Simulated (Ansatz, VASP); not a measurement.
MnO: VASP beside Ansatz

```
Mn O
1.0
     3.37170    0.00000    0.00000
    -1.68585    2.91998    0.00000
     0.00000    0.00000    5.38550
Mn O
2 2
Direct
  0.66667 0.33333 0.51096
  0.33333 0.66667 0.01096
  0.66667 0.33333 0.87547
  0.33333 0.66667 0.37547
```

Alike in both runs: task single point; functional PBE; k mesh 9 × 9 × 5; occupations fermi-dirac, width 0.05 eV; collinear spin.

```csv
,VASP,Ansatz
version,VASP 6.6.1,Ansatz 0.2.0
potentials or method,"VASP PAW PBE potentials, release 64 (Mn_pv, O)",Ansatz PAW
plane-wave cutoff (eV),520,420
valence electrons in the cell,38,42
```

|  | VASP | Ansatz | Ansatz less VASP |
| --- | --- | --- | --- |
| gap on the k mesh at the Fermi level (eV) | none | none | - |
| pressure (GPa) | 0.0 | -0.4 | -0.44 |
| traceless stress, the component that is largest in VASP (GPa) | 0.42 | 0.20 | -0.213 |
| rms of the force components (eV/Å) | 0.062 | 0.048 | -0.0148 |
| net moment per atom (μB) | 0.00 | 0.00 | 0.000 |
| size of the moment on the site where the two differ most (μB) | 4.23 | 3.70 | -0.531 |

Site moments also hang on the region over which each program counts them. Atom by atom the forces differ by 0.015 eV/Å (rms over components). A gap of «none» marks a metal or a gap that the smearing closes. VASP's potentials hold 38 valence electrons a cell and Ansatz's 42, so a difference there can come from the potentials and not from the codes.
